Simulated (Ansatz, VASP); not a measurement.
**One calculation of Pb, two programs**

```
Pb
1.0
     0.00000    2.47954    2.47954
     2.47954    0.00000    2.47954
     2.47954    2.47954    0.00000
Pb
1
Direct
  0.00000 0.00000 0.00000
```

Alike in both runs: functional PBE; dispersion D3(BJ); k mesh 14 × 14 × 14; occupations gaussian, width 0.1 eV; no spin polarisation.

Ansatz relaxed the structure, and its values are those at the end. VASP's run is a single point on that final structure, the one shown.

|  | VASP | Ansatz |
| --- | --- | --- |
| version | VASP 6.6.1 | Ansatz 0.2.0 |
| potentials or method | VASP PAW PBE potentials, release 64 (Pb_d), cutoff 520 eV | scalar-relativistic, plane waves, PAW |
| valence electrons in the cell | 14 | 14 |

|  | VASP | Ansatz | Ansatz less VASP |
| --- | --- | --- | --- |
| gap on the k mesh at the Fermi level (eV) | none | none | - |
| pressure (GPa) | 0.0 | 0.0 | +0.02 |

A gap of «none» marks a metal or a gap that the smearing closes. Ansatz's warnings: relaxed geometry near dispersion switch.

Neither program's run includes spin-orbit coupling.
